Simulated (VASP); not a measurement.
# SnO2 (Pnnm) in VASP: single point with PBEsol

Aim: the single point of SnO2 with PBEsol.

All numbers are computed with VASP 6.6.1; they aren't measurements. Logs are shortened: lines on timing, memory, paths and dates and some standing lists are left out, and cuts for length are marked.

## Step 1: The cell of the first run

The structure is orthorhombic, space group Pnnm (No. 58). Conventional cell: a = 4.788 Å, b = 4.867 Å, c = 3.241 Å, α = 90.00°, β = 90.00°, γ = 90.00°. Sn (site symmetry 2/m) has 6 O at 2.09 to 2.10 Å within 2.8 Å. Within 2.8 Å of O (site symmetry m) lie 3 Sn at 2.09 to 2.10 Å and 1 O at 2.65 Å.

## Step 2: Single point, PBEsol

INCAR

```
ALGO = Normal ; EDIFF = 1E-7
ENCUT = 520 ; GGA = PS
ISIF = 2 ; ISMEAR = 0
LASPH = True ; LCHARG = False
LREAL = False ; LWAVE = False
NBANDS = 35 ; NELM = 60
PREC = Accurate ; SIGMA = 0.01
```

KPOINTS

```
k-points
0
Gamma
  4 4 6
```

POSCAR

```
SnO2
1.0
    4.7880040000      0.0000000000      0.0000000000
    0.0000000000      4.8665820000      0.0000000000
    0.0000000000      0.0000000000      3.2408980000
Sn O
2 4
Direct
    0.5000000000      0.5000000000      0.5000000000
    0.0000000000      0.0000000000      0.0000000000
    0.2918550005      0.3210420003      0.0000000000
    0.7918550005      0.1789579997      0.5000000000
    0.2081449995      0.8210420003      0.5000000000
    0.7081449995      0.6789579997      0.0000000000
```

Potentials or basis: VASP PAW PBE potentials, release 64 (Sn_d, O).

Command:

```
$ cat potpaw_PBE.64/Sn_d/POTCAR potpaw_PBE.64/O/POTCAR > POTCAR
$ mpirun -np 1 vasp_std > vasp.out
```

OUTCAR:

```text
EDIFF = 1E-7
   ENCUT = 520
   GGA = PS
   ISIF = 2
   ISMEAR = 0
   LASPH = True
   LREAL = False
   NELM = 60
   PREC = Accurate

 ion  position               nearest neighbor table
   1  0.500  0.500  0.500-   3 2.09   6 2.09   3 2.09   6 2.09   5 2.10   4 2.10
   2  0.000  0.000  0.000-   4 2.09   5 2.09   4 2.09   5 2.09   3 2.10   6 2.10
   3  0.292  0.321  0.000-   1 2.09   1 2.09   2 2.10
   4  0.792  0.179  0.500-   2 2.09   2 2.09   1 2.10
   5  0.208  0.821  0.500-   2 2.09   2 2.09   1 2.10
   6  0.708  0.679  0.000-   1 2.09   1 2.09   2 2.10

  LATTYP: Found a simple orthorhombic cell.
 ALAT       =     3.2408980000
 B/A-ratio  =     1.4773695439
 C/A-ratio  =     1.5016152930

  Lattice vectors:

 A1 = (   0.0000000000,   0.0000000000,   3.2408980000)
 A2 = (   4.7880040000,   0.0000000000,   0.0000000000)
 A3 = (   0.0000000000,   4.8665820000,   0.0000000000)

Analysis of symmetry for initial positions (statically):
=====================================================================
 Subroutine PRICEL returns:
 Original cell was already a primitive cell.

 Routine SETGRP: Setting up the symmetry group for a
 simple orthorhombic supercell.

 Subroutine GETGRP returns: Found  8 space group operations
 (whereof  4 operations were pure point group operations)
 out of a pool of  8 trial point group operations.

The static configuration has the point symmetry C_2h.
 The point group associated with its full space group is D_2h.

Analysis of symmetry for dynamics (positions and initial velocities):
=====================================================================
 Subroutine PRICEL returns:
 Original cell was already a primitive cell.

 Routine SETGRP: Setting up the symmetry group for a
 simple orthorhombic supercell.

 Subroutine GETGRP returns: Found  8 space group operations
 (whereof  4 operations were pure point group operations)
 out of a pool of  8 trial point group operations.

The dynamic configuration has the point symmetry C_2h.
 The point group associated with its full space group is D_2h.

 Subroutine INISYM returns: Found  8 space group operations
 (whereof  4 operations are pure point group operations),
 and found     1 'primitive' translations

----------------------------------------------------------------------------------------

                                     Primitive cell

  volume of cell :      75.5169

  direct lattice vectors                    reciprocal lattice vectors
     4.788004000  0.000000000  0.000000000     0.208855298  0.000000000  0.000000000
     0.000000000  4.866582000  0.000000000     0.000000000  0.205483027  0.000000000
     0.000000000  0.000000000  3.240898000     0.000000000  0.000000000  0.308556456

  length of vectors
     4.788004000  4.866582000  3.240898000     0.208855298  0.205483027  0.308556456

  position of ions in fractional coordinates (direct lattice)
     0.500000000  0.500000000  0.500000000
     0.000000000  0.000000000  0.000000000
     0.291855001  0.321042000  0.000000000
     0.791855001  0.178958000  0.500000000
     0.208144999  0.821042000  0.500000000
     0.708144999  0.678958000  0.000000000

  ion indices of the primitive-cell ions
   primitive index   ion index
                 1           1
                 2           2
                 3           3
                 4           4
                 5           5
                 6           6

----------------------------------------------------------------------------------------

 KPOINTS: k-points

Automatic generation of k-mesh.
 Grid dimensions read from file:
 generate k-points for:    4    4    6

 Generating k-lattice:

  Cartesian coordinates                     Fractional coordinates (reciprocal lattice)
     0.052213824  0.000000000  0.000000000     0.250000000  0.000000000  0.000000000
     0.000000000  0.051370757  0.000000000     0.000000000  0.250000000  0.000000000
     0.000000000  0.000000000  0.051426076     0.000000000  0.000000000  0.166666667

  Length of vectors
     0.052213824  0.051370757  0.051426076

  Shift w.r.t. Gamma in fractional coordinates (k-lattice)
     0.000000000  0.000000000  0.000000000

 Subroutine IBZKPT returns following result:
 ===========================================

 Found     36 irreducible k-points:

 Following reciprocal coordinates:
            Coordinates               Weight
  0.000000  0.000000  0.000000      1.000000
  0.250000  0.000000  0.000000      2.000000
  0.500000  0.000000  0.000000      1.000000
  0.000000  0.250000  0.000000      2.000000
  0.250000  0.250000  0.000000      4.000000
  0.500000  0.250000  0.000000      2.000000
[... 16 lines left out ...]
  0.250000  0.250000  0.333333      8.000000
  0.500000  0.250000  0.333333      4.000000
 [... further k-points ...]
   k-points           NKPTS =     36   k-points in BZ     NKDIM =     36   number of bands    NBANDS=     35
   number of dos      NEDOS =    301   number of ions     NIONS =      6
   total plane-waves  NPLWV =  31104
   dimension x,y,z NGX =    36 NGY =   36 NGZ =   24
   dimension x,y,z NGXF=    72 NGYF=   72 NGZF=   48
   ions per type =               2   4
   NGX,Y,Z   is equivalent  to a cutoff of  12.50, 12.30, 12.31 a.u.
   NGXF,Y,Z  is equivalent  to a cutoff of  25.00, 24.60, 24.62 a.u.
 SYSTEM =  unknown system
   PREC   = accura    normal or accurate (medium, high low for compatibility)
   ISTART =      0    job   : 0-new  1-cont  2-samecut
   ICHARG =      2    charge: 1-file 2-atom 10-const
   ISPIN  =      1    spin polarized calculation?
   LNONCOLLINEAR =      F non collinear calculations
   LSORBIT =      F    spin-orbit coupling
   LASPH  =      T    aspherical Exc in radial PAW
   ENCUT  =  520.0 eV  38.22 Ry    6.18 a.u.   8.90  9.05  6.03*2*pi/ulx,y,z
   NELM   =     60;   NELMIN=  2; NELMDL= -5     # of ELM steps
   EDIFF  = 0.1E-06   stopping-criterion for ELM
   LREAL  =      F    real-space projection
   EDIFFG = 0.1E-05   stopping-criterion for IOM
   NSW    =      0    number of steps for IOM
   IBRION =     -1    ionic relax: 0-MD 1-quasi-New 2-CG
   NFREE  =      0    steps in history (QN), initial steepest desc. (CG)
   ISIF   =      2    stress and relaxation
   ISYM   =      2    0-nonsym 1-usesym 2-fastsym
   POTIM  = 0.5000    time-step for ionic-motion
   TEBEG  =    0.0;   TEEND  =   0.0 temperature during run
   PSTRESS=    0.0 pullay stress
   NELECT =      52.0000    total number of electrons
   NUPDOWN=      -1.0000    fix difference up-down
   EMIN   =  10.00;   EMAX   =-10.00  energy-range for DOS
   EFERMI =   0.00;   METHOD = LEGACY
   ISMEAR =     0;   SIGMA  =   0.01  broadening in eV -4-tet -1-fermi 0-gaus
   EFERMI_NEDOS =   21; number of points for ismear=-14 and -15
   IALGO  =     38    algorithm
   IMIX   =      4    mixing-type and parameters
     AMIX     =   0.40;   BMIX     =  1.00
     AMIX_MAG =   1.60;   BMIX_MAG =  1.00
  volume/ion in A,a.u.               =      12.59        84.94
  Fermi-wavevector in a.u.,A,eV,Ry     =   1.445644  2.731871 28.434627  2.089886
  Thomas-Fermi vector in A             =   2.563802
   LORBIT       =      0    0 simple, 1 ext, 2 COOP (PROOUT), +10 PAW based schemes
   GGA     = PS    functional components
   LHFCALC =     F    Hartree Fock is set to
   AEXX    =    0.0000 exact exchange contribution
   IVDW    =     0    specifies the selected vdW correction
   LEPSILON=     F    determine dielectric tensor
   LRPA    =     F    only Hartree local field effects (RPA)
 non-spin polarized calculation
 Gauss-broadening in eV      SIGMA  =   0.01
  energy-cutoff  :      520.00
  volume of cell :       75.52
 maximum number of plane-waves:      2060
 NGX is ok and might be reduce to    36
   NGX = 17   NGY = 19   NGZ = 13

 number of electron      51.9999998 magnetization

 Free energy of the ion-electron system (eV)
  ---------------------------------------------------
  ext. energy  EPLUGINS =         0.00000000
  ---------------------------------------------------
  free energy    TOTEN  =       -39.61772330 eV

  energy without entropy =      -39.61772330  energy(sigma->0) =      -39.61772330

 E-fermi :   5.3887     XC(G=0): -11.2533

 val. band max:        5.2909460950   @ k =   0.0000   0.0000   0.0000
 cond. band min:       6.0100098382   @ k =   0.0000   0.0000   0.0000
 fundamental gap:      0.7190637432
 Fermi energy:         5.3886741312

 k-point     1 :       0.0000    0.0000    0.0000
  band No.  band energies     occupation
      1     -15.5498      2.00000
      2     -14.8875      2.00000
      3     -14.6867      2.00000
      4     -14.6615      2.00000
      5     -14.6581      2.00000
      6     -14.5911      2.00000
[... 27 lines left out ...]
     34      16.9081      0.00000
     35      17.2808      0.00000

 k-point     2 :       0.2500    0.0000    0.0000
  band No.  band energies     occupation
      1     -15.4665      2.00000
      2     -14.9844      2.00000
      3     -14.6846      2.00000
      4     -14.6581      2.00000
      5     -14.6555      2.00000
      6     -14.6419      2.00000
[... 27 lines left out ...]
     34      17.1433      0.00000
     35      17.4516      0.00000

 k-point     3 :       0.5000    0.0000    0.0000
  band No.  band energies     occupation
      1     -15.2412      2.00000
      2     -15.2412      2.00000
      3     -14.6760      2.00000
      4     -14.6760      2.00000
      5     -14.6537      2.00000
      6     -14.6537      2.00000
[... 27 lines left out ...]
     34      17.2057      0.00000
     35      17.6436      0.00000
[... 723 lines left out ...]
 k-point    23 :       0.2500    0.2500    0.3333
  band No.  band energies     occupation
      1     -15.3750      2.00000
      2     -15.1951      2.00000
      3     -15.0176      2.00000
      4     -14.6891      2.00000
      5     -14.5552      2.00000
      6     -14.5341      2.00000
[... 27 lines left out ...]
     34      16.9365      0.00000
     35      17.1977      0.00000

 k-point    24 :       0.5000    0.2500    0.3333
  band No.  band energies     occupation
      1     -15.3106      2.00000
      2     -15.3106      2.00000
      3     -14.8482      2.00000
      4     -14.8482      2.00000
      5     -14.5468      2.00000
      6     -14.5468      2.00000
[... 27 lines left out ...]
     34      16.3672      0.00000
     35      17.7541      0.00000

 [... further k-points ...]
[... 5 lines left out ...]
  --------------------------------------------------------------------------------------
  -------------------------------------------------------------------------------------
  Total       -2.5132641     -2.6289561     -3.0164541      0.0000000      0.0000000      0.0000000
  in kB      -53.3218003    -55.7763392    -63.9975564      0.0000000      0.0000000      0.0000000
  external PRESSURE =     -57.6985653 kB  Pullay stress =       0.0000000 kB

 VOLUME and BASIS-vectors are now :
 -----------------------------------------------------------------------------
  energy-cutoff  :      520.00
  volume of cell :       75.52
      direct lattice vectors                 reciprocal lattice vectors
     4.788004000  0.000000000  0.000000000     0.208855298  0.000000000  0.000000000
     0.000000000  4.866582000  0.000000000     0.000000000  0.205483027  0.000000000
     0.000000000  0.000000000  3.240898000     0.000000000  0.000000000  0.308556456

 POSITION                                       TOTAL-FORCE (eV/Angst)
 -----------------------------------------------------------------------------------
      2.39400      2.43329      1.62045         0.000000      0.000000      0.000000
      0.00000      0.00000      0.00000         0.000000      0.000000      0.000000
      1.39740      1.56238      0.00000         0.102346     -0.018406      0.000000
      3.79140      0.87091      1.62045         0.102346      0.018406      0.000000
      0.99660      3.99567      1.62045        -0.102346     -0.018406      0.000000
      3.39060      3.30420      0.00000        -0.102346      0.018406     -0.000000
 -----------------------------------------------------------------------------------
    total drift:                                0.000000      0.000000      0.000000

  FREE ENERGIE OF THE ION-ELECTRON SYSTEM (eV)
  ---------------------------------------------------
  free  energy   TOTEN  =       -39.6177233027 eV

  energy  without entropy=      -39.6177233027  energy(sigma->0) =      -39.61772330
```

Wall time 48 s (1 thread of Intel Xeon Platinum 8488C (Sapphire Rapids), shared host); peak memory 0.21 GiB.

Results:

* Free energy: -39.6177 eV
* Pressure: -5.8 GPa
* Largest force: 0.104 eV/Å
* Band gap on the k mesh: 0.72 eV

Forces on the atoms (eV/Å):
```
Sn   0.000  0.000  0.000
Sn   0.000  0.000  0.000
O    0.102 -0.018  0.000
O    0.102  0.018  0.000
O   -0.102 -0.018  0.000
O   -0.102  0.018  0.000
```

Stress tensor (GPa, compression positive):
```
-5.33  0.00  0.00
 0.00 -5.58  0.00
 0.00  0.00 -6.40
```

Caveat: the cell stands under tension; the PAW data sets were made with another functional, which shifts forces and pressure a little; spin-orbit coupling is left out, which moves the levels of the heavy elements.
